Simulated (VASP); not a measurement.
# BP (I-4m2) in VASP: further runs

Runs on BP. Level: PBE. Tasks: single point.

Program: VASP 6.6.1. These are calculated values, not measurements. Logs are shortened: lines on timing, memory, paths and dates and some standing lists are left out, and cuts for length are marked.

## 1. The cell of the first run

The structure is tetragonal, space group I-4m2 (No. 119). Conventional cell: a = 3.209 Å, b = 3.209 Å, c = 4.629 Å, α = 90.00°, β = 90.00°, γ = 90.00°. Within 2.6 Å of B (site symmetry -4m2) lie 4 P at 1.98 Å. Within 2.6 Å of P (site symmetry -4m2) lie 4 B at 1.98 Å.

## 2. Single point, PBE (strain +0.0200 x Voigt [0, 1, 0, 0, 0, 0])

File INCAR:

```
SYSTEM = BP
ALGO = Normal ; EDIFF = 1E-7
ENCUT = 520 ; GGA = PE
ISIF = 2 ; ISMEAR = 0
LASPH = .TRUE. ; LCHARG = .FALSE.
LREAL = .FALSE. ; LWAVE = .FALSE.
NBANDS = 11 ; NELM = 100
PREC = Accurate ; SIGMA = 0.05
```

File KPOINTS:

```
k-points
0
G
  10 10 10
  0 0 0
```

File POSCAR:

```
BP
1.0
    0.0000000000      2.3143800000      2.2690000000
    2.2690000000      0.0000000000      2.2690000000
    2.2690000000      2.3143800000      0.0000000000
B P
1 1
Direct
    0.0000000000      0.0000000000      0.0000000000
    0.7500000000      0.7500000000      0.7500000000
```

Potentials or basis: VASP PAW PBE potentials, release 64 (B, P).

Launch:

```bash
cat potpaw_PBE.64/B/POTCAR potpaw_PBE.64/P/POTCAR > POTCAR
mpirun -np 1 vasp_std > vasp.out
```

OUTCAR:

```text
SYSTEM = BP
   EDIFF = 1E-7
   ENCUT = 520
   GGA = PE
   ISIF = 2
   ISMEAR = 0
   LASPH = .TRUE.
   LREAL = .FALSE.
   NELM = 100
   PREC = Accurate

 ion  position               nearest neighbor table
   1  0.000  0.000  0.000-   2 1.98   2 1.98   2 1.98   2 1.98
   2  0.750  0.750  0.750-   1 1.98   1 1.98   1 1.98   1 1.98

  LATTYP: Found a body centered tetragonal cell.
 ALAT       =     3.2088505730
 C/A-ratio  =     1.4424978336

  Lattice vectors:

 A1 = (   0.0000000000,  -2.3143800000,   2.2690000000)
 A2 = (   0.0000000000,  -2.3143800000,  -2.2690000000)
 A3 = (   2.2690000000,   2.3143800000,   0.0000000000)

Analysis of symmetry for initial positions (statically):
=====================================================================
 Subroutine PRICEL returns:
 Original cell was already a primitive cell.

 Routine SETGRP: Setting up the symmetry group for a
 body centered tetragonal supercell.

 Subroutine GETGRP returns: Found  8 space group operations
 (whereof  8 operations were pure point group operations)
 out of a pool of 16 trial point group operations.

The static configuration has the point symmetry D_2d.

Analysis of symmetry for dynamics (positions and initial velocities):
=====================================================================
 Subroutine PRICEL returns:
 Original cell was already a primitive cell.

 Routine SETGRP: Setting up the symmetry group for a
 body centered tetragonal supercell.

 Subroutine GETGRP returns: Found  8 space group operations
 (whereof  8 operations were pure point group operations)
 out of a pool of 16 trial point group operations.

The dynamic configuration has the point symmetry D_2d.

 Subroutine INISYM returns: Found  8 space group operations
 (whereof  8 operations are pure point group operations),
 and found     1 'primitive' translations

----------------------------------------------------------------------------------------

                                     Primitive cell

  volume of cell :      23.8305

  direct lattice vectors                    reciprocal lattice vectors
     0.000000000  2.314380000  2.269000000    -0.220361393  0.216040581  0.220361393
     2.269000000  0.000000000  2.269000000     0.220361393 -0.216040581  0.220361393
     2.269000000  2.314380000  0.000000000     0.220361393  0.216040581 -0.220361393

  length of vectors
     3.241097929  3.208850573  3.241097929     0.379198918  0.379198918  0.379198918

  position of ions in fractional coordinates (direct lattice)
     0.000000000  0.000000000  0.000000000
     0.750000000  0.750000000  0.750000000

[... 81 lines left out ...]
   NFREE  =      0    steps in history (QN), initial steepest desc. (CG)
   ISIF   =      2    stress and relaxation
   ISYM   =      2    0-nonsym 1-usesym 2-fastsym
   POTIM  = 0.5000    time-step for ionic-motion
   TEBEG  =    0.0;   TEEND  =   0.0 temperature during run
   PSTRESS=    0.0 pullay stress
   NELECT =       8.0000    total number of electrons
   NUPDOWN=      -1.0000    fix difference up-down
   EMIN   =  10.00;   EMAX   =-10.00  energy-range for DOS
   EFERMI =   0.00;   METHOD = LEGACY
   ISMEAR =     0;   SIGMA  =   0.05  broadening in eV -4-tet -1-fermi 0-gaus
   EFERMI_NEDOS =   21; number of points for ismear=-14 and -15
   IALGO  =     38    algorithm
   IMIX   =      4    mixing-type and parameters
     AMIX     =   0.40;   BMIX     =  1.00
     AMIX_MAG =   1.60;   BMIX_MAG =  1.00
  volume/ion in A,a.u.               =      11.92        80.41
  Fermi-wavevector in a.u.,A,eV,Ry     =   1.137785  2.150102 17.613492  1.294555
  Thomas-Fermi vector in A             =   2.274490
   LORBIT       =      0    0 simple, 1 ext, 2 COOP (PROOUT), +10 PAW based schemes
   GGA     = PE    functional components
   LHFCALC =     F    Hartree Fock is set to
   AEXX    =    0.0000 exact exchange contribution
   IVDW    =     0    specifies the selected vdW correction
   LEPSILON=     F    determine dielectric tensor
   LRPA    =     F    only Hartree local field effects (RPA)
 non-spin polarized calculation
 Gauss-broadening in eV      SIGMA  =   0.05
  energy-cutoff  :      520.00
  volume of cell :       23.83
 maximum number of plane-waves:       656
   NGX = 13   NGY = 11   NGZ = 13

 number of electron       8.0000000 magnetization

 Free energy of the ion-electron system (eV)
  ---------------------------------------------------
  ext. energy  EPLUGINS =         0.00000000
  ---------------------------------------------------
  free energy    TOTEN  =       -12.92343656 eV

  energy without entropy =      -12.92343656  energy(sigma->0) =      -12.92343656

 E-fermi :   7.5655     XC(G=0): -10.8226

 val. band max:        7.2664109409   @ k =   0.0000   0.0000   0.0000
 cond. band min:       8.3845409387   @ k =   0.4000   0.4000   0.0000
 fundamental gap:      1.1181299978
 Fermi energy:         7.5654513051

 k-point     1 :       0.0000    0.0000    0.0000
  band No.  band energies     occupation
      1      -8.0842      2.00000
      2       7.0699      2.00000
      3       7.2664      2.00000
      4       7.2664      2.00000
      5      10.5381      0.00000
      6      10.5381      0.00000
      7      10.6494      0.00000
      8      14.2685      0.00000
      9      18.5815      0.00000
     10      19.0083      0.00000
     11      19.5319      0.00000
[... 309 lines left out ...]
 k-point    24 :       0.4000    0.3000    0.0000
  band No.  band energies     occupation
      1      -5.1627      2.00000
      2       1.1331      2.00000
      3       3.2007      2.00000
      4       3.6889      2.00000
      5       8.9473      0.00000
      6      10.7712      0.00000
      7      16.2946      0.00000
      8      16.7974      0.00000
      9      20.9999      0.00000
     10      22.3374      0.00000
     11      24.0294      0.00000

 [... further k-points ...]
[... 5 lines left out ...]
  --------------------------------------------------------------------------------------
  -------------------------------------------------------------------------------------
  Total       -0.0706521     -0.8676802     -0.0706521      0.0000000      0.0000000      0.0000000
  in kB       -4.7500886    -58.3359929     -4.7500886      0.0000000      0.0000000      0.0000000
  external PRESSURE =     -22.6120567 kB  Pullay stress =       0.0000000 kB

 VOLUME and BASIS-vectors are now :
 -----------------------------------------------------------------------------
  energy-cutoff  :      520.00
  volume of cell :       23.83
      direct lattice vectors                 reciprocal lattice vectors
     0.000000000  2.314380000  2.269000000    -0.220361393  0.216040581  0.220361393
     2.269000000  0.000000000  2.269000000     0.220361393 -0.216040581  0.220361393
     2.269000000  2.314380000  0.000000000     0.220361393  0.216040581 -0.220361393

 POSITION                                       TOTAL-FORCE (eV/Angst)
 -----------------------------------------------------------------------------------
      0.00000      0.00000      0.00000         0.000000     -0.000000      0.000000
      3.40350      3.47157      3.40350        -0.000000      0.000000     -0.000000
 -----------------------------------------------------------------------------------
    total drift:                               -0.000000     -0.000000     -0.000000

  FREE ENERGIE OF THE ION-ELECTRON SYSTEM (eV)
  ---------------------------------------------------
  free  energy   TOTEN  =       -12.9234365561 eV

  energy  without entropy=      -12.9234365561  energy(sigma->0) =      -12.92343656
```

OSZICAR:

```text
N       E                     dE             d eps       ncg     rms          rms(c)
DAV:   1     0.912256655337E+01    0.91226E+01   -0.39007E+03  2244   0.652E+02
DAV:   2    -0.129397789764E+02   -0.22062E+02   -0.21181E+02  2985   0.109E+02
DAV:   3    -0.135861827780E+02   -0.64640E+00   -0.64382E+00  2850   0.161E+01
DAV:   4    -0.135889154598E+02   -0.27327E-02   -0.27324E-02  2561   0.118E+00
DAV:   5    -0.135889291433E+02   -0.13683E-04   -0.13683E-04  2843   0.854E-02    0.700E+00
DAV:   6    -0.130152506544E+02    0.57368E+00   -0.13353E+00  2538   0.493E+00    0.378E+00
DAV:   7    -0.129304972899E+02    0.84753E-01   -0.21386E-01  2820   0.230E+00    0.131E+00
DAV:   8    -0.129229010392E+02    0.75963E-02   -0.25809E-02  2641   0.911E-01    0.186E-01
DAV:   9    -0.129232277856E+02   -0.32675E-03   -0.71842E-04  2633   0.179E-01    0.116E-01
DAV:  10    -0.129234250024E+02   -0.19722E-03   -0.24918E-04  2516   0.990E-02    0.277E-02
DAV:  11    -0.129234355596E+02   -0.10557E-04   -0.11177E-05  2854   0.222E-02    0.316E-02
DAV:  12    -0.129234366140E+02   -0.10544E-05   -0.45274E-06  2559   0.105E-02    0.128E-02
DAV:  13    -0.129234364898E+02    0.12419E-06   -0.11827E-07  2074   0.227E-03    0.549E-03
DAV:  14    -0.129234365561E+02   -0.66243E-07   -0.40273E-08  1311   0.116E-03
   1 F= -.12923437E+02 E0= -.12923437E+02  d E =-.164694E-19
```

stdout:

```text
POSCAR found type information on POSCAR B P
 POSCAR found :  2 types and       2 ions
 scaLAPACK will be used
 LDA part: xc-table for (Slater+PW92), standard interpolation
 POSCAR, INCAR and KPOINTS ok, starting setup
 FFT: planning ... GRIDC
 FFT: planning ... GRID_SOFT
 FFT: planning ... GRID
 WAVECAR not read
 entering main loop
```

It took 30 s on 1 thread of Intel Xeon 8259CL, shared host; peak memory 0.15 GiB.

Results:

| Property | Result |
| --- | --- |
| Free energy | -12.9234 eV |
| Pressure | -2.3 GPa |
| Band gap on the k mesh | 1.12 eV, indirect (least direct gap 3.27 eV) |

Stress tensor (GPa, compression positive):
```
-0.48  0.00  0.00
 0.00 -5.83  0.00
 0.00  0.00 -0.48
```

Levels at points of the mesh, in eV from the valence-band top:
| k point | band 2 | band 3 | band 4 | band 5 | band 6 | band 7 |
| --- | --- | --- | --- | --- | --- | --- |
| (0.00, 0.00, 0.00) | -0.20 | 0.00 | 0.00 | 3.27 | 3.27 | 3.38 |
| (0.50, 0.00, 0.00) | -8.96 | -1.92 | -1.67 | 3.55 | 4.59 | 4.73 |
| (0.50, 0.50, 0.00) | -8.49 | -4.19 | -4.15 | 1.23 | 1.52 | 11.66 |
| (0.50, 0.00, 0.50) | -8.66 | -3.97 | -3.97 | 1.45 | 1.80 | 11.87 |

Caveat: the cell differs from its parent crystal (strain +0.0200 x Voigt [0, 1, 0, 0, 0, 0]). A k mesh can miss the band edges.

(Part 1 of 2 ends here.)
